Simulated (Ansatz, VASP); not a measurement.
One calculation of Be, two programs

```
Be
1.0
     0.00000    1.57312    1.57312
     1.57312    0.00000    1.57312
     1.57312    1.57312    0.00000
Be
1
Cartesian
  0.0000 0.0000 0.0000
```

Alike in both runs: functional PBEsol; k mesh 30 × 30 × 30; occupations gaussian, width 0.1 eV; no spin polarisation.

Ansatz relaxed the structure, and its values are those at the end. VASP's run is a single point on that final structure, the one shown.

```csv
,VASP,Ansatz
version,VASP 6.6.1,Ansatz 0.2.0
potentials or method,"VASP PAW PBE potentials, release 64 (Be), cutoff 520 eV","scalar-relativistic, plane waves, PAW"
valence electrons in the cell,2,2
```

|  | VASP | Ansatz | Ansatz less VASP |
| --- | --- | --- | --- |
| gap on the k mesh at the Fermi level (eV) | none | none | - |
| pressure (GPa) | 0.4 | 0.0 | -0.37 |

VASP's potentials were made for PBE, not for PBEsol. A gap of «none» marks a metal or a gap that the smearing closes. With one functional, cell and mesh, what is left measures potentials, basis and numerics.
